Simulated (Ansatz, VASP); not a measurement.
Pt4C in VASP and in Ansatz

Contents of INCAR:

```
ALGO = Normal ; DIPOL = 0.5 0.5 0.325
EDIFF = 1E-6 ; ENCUT = 520
GGA = PS ; GGA_COMPAT = F
IDIPOL = 3 ; ISIF = 2
ISMEAR = 0 ; ISPIN = 2
LASPH = T ; LCHARG = F
LDIPOL = T ; LMAXMIX = 4
LORBIT = 11 ; LREAL = F
LWAVE = F ; MAGMOM = 0 0 0 0 2
NBANDS = 34 ; NELM = 200
NELMDL = -8 ; PREC = Accurate
SIGMA = 0.1
```

Contents of KPOINTS:

```
k-points
0
Gamma
  10 7 1
```

POSCAR

```
Pt4C
1.0
    2.7704032196      0.0000000000      0.0000000000
    0.0000000000      3.9179418064      0.0000000000
    0.0000000000      0.0000000000     21.0969749094
Pt C
4 1
Direct
    0.5000000000      0.5000000000      0.1896006426
    0.0000000000      0.0000000000      0.2552594214
    0.5000000000      0.5000000000      0.3256256435
    0.0000000000      0.0000000000      0.3837979115
    0.0000000000      0.0000000000      0.4691182007
```

Input for Ansatz:

```yaml
crystal:
  lattice:
    - [2.7704032196, 0.0, 0.0]
    - [0.0, 3.9179418064, 0.0]
    - [0.0, 0.0, 21.0969749094]
  atoms:
    - { symbol: Pt, position: [0.5, 0.5, 0.1896006426] }
    - { symbol: Pt, position: [0.0, 0.0, 0.2552594214] }
    - { symbol: Pt, position: [0.5, 0.5, 0.3256256435] }
    - { symbol: Pt, position: [0.0, 0.0, 0.3837979115] }
    - { symbol: C, position: [0.0, 0.0, 0.4691182007], spin: 2.0 }
basis:
  ecutwfc: 420
kpoints:
  mp_grid: { grid: [10, 7, 1] }
hamiltonian:
  xc: pbesol
  pseudopotentials: { kind: paw, azcp: { folder: soft_1 } }
scf:
  occupations: { method: gaussian, width: 0.1 }
output:
  forces: true
  eigenvalues: true
  populations: true
magnetization:
  spin_polarized: true
efield:
  axis: 3
  dipole_correction: true
  ramp_width: 0.04
```

Alike in both runs: task single point; functional PBEsol; k mesh 10 × 7 × 1; occupations gaussian, width 0.1 eV; collinear spin.

|  | VASP | Ansatz |
| --- | --- | --- |
| version | VASP 6.6.1 | Ansatz 0.2.0 |
| potentials or method | VASP PAW PBE potentials, release 64 (Pt, C), cutoff 520 eV | scalar-relativistic, plane waves, PAW |
| valence electrons in the cell | 44 | 76 |

```csv
,VASP,Ansatz,Ansatz less VASP
gap on the k mesh at the Fermi level (eV),none,none,-
rms of the force components (eV/Å),1.019,1.109,+0.0893
net moment per atom (μB),0.00,0.00,0.000
```

VASP's potentials were made for PBE, not for PBEsol, and Ansatz warns of the same on its side. Atom by atom the forces differ by 0.094 eV/Å (rms over components). A gap of «none» marks a metal or a gap that the smearing closes. The functional is the same, so the differences come from potentials, cutoffs and numerics. VASP's potentials hold 44 valence electrons a cell and Ansatz's 76, so a difference there can come from the potentials and not from the codes. Ansatz's warnings: seeded moment not kept.

Spin-orbit coupling is off throughout.
